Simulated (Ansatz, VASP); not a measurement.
**Fe: VASP beside Ansatz**

The input INCAR:

```
ALGO = Normal ; EDIFF = 1E-7
ENCUT = 520 ; GGA = PS
ISIF = 2 ; ISMEAR = 0
ISPIN = 2 ; LASPH = True
LCHARG = False ; LMAXMIX = 4
LORBIT = 11 ; LREAL = False
LWAVE = False ; MAGMOM = 2.32
NBANDS = 14 ; NELM = 150
PREC = Accurate ; SIGMA = 0.1
```

KPOINTS

```
k-points
0
Gamma
  20 20 20
```

POSCAR

```
Fe
1.0
   -1.3497958250      1.3497958250      1.3497958250
    1.3497958250     -1.3497958250      1.3497958250
    1.3497958250      1.3497958250     -1.3497958250
Fe
1
Direct
    0.0000000000      0.0000000000      0.0000000000
```

Input for Ansatz:

```yaml
crystal:
  lattice:
    - [-1.3497958295, 1.3497958295, 1.3497958295]
    - [1.3497958295, -1.3497958295, 1.3497958295]
    - [1.3497958295, 1.3497958295, -1.3497958295]
  atoms:
    - { symbol: Fe, position: [0.0, 0.0, 0.0], spin: 2.32 }
basis:
  ecutwfc: 420
kpoints:
  mp_grid: { grid: [20, 20, 20] }
hamiltonian:
  xc: pbesol
scf:
  occupations: { method: gaussian, width: 0.1 }
output:
  forces: true
  stress: true
  eigenvalues: true
  populations: true
magnetization:
  spin_polarized: true
```

Alike in both runs: task single point; functional PBEsol; k mesh 20 × 20 × 20; occupations gaussian, width 0.1 eV; collinear spin.

|  | VASP | Ansatz |
| --- | --- | --- |
| version | VASP 6.6.1 | Ansatz 0.2.0 |
| potentials or method | VASP PAW PBE potentials, release 64 (Fe), cutoff 520 eV | scalar-relativistic, plane waves, PAW |
| valence electrons in the cell | 8 | 16 |

Ansatz gave:

| Property | Result |
| --- | --- |
| gap on the k mesh at the Fermi level (eV) | none |
| pressure (GPa) | 27.4 |
| net moment per atom (μB) | 1.96 |
| size of the moment on the site where the two differ most (μB) | 1.97 |

Q: Estimate VASP's values.

A: gap on the k mesh at the Fermi level (eV): none; pressure (GPa): 27.0; net moment per atom (μB): 1.97; size of the moment on the site where the two differ most (μB): 1.94.

VASP's potentials were made for PBE, not for PBEsol. Site moments also hang on the region over which each program counts them. A gap of «none» marks a metal or a gap that the smearing closes. With one functional, cell and mesh, what is left measures potentials, basis and numerics. VASP's potentials hold 8 valence electrons a cell and Ansatz's 16, so a difference there can come from the potentials and not from the codes.
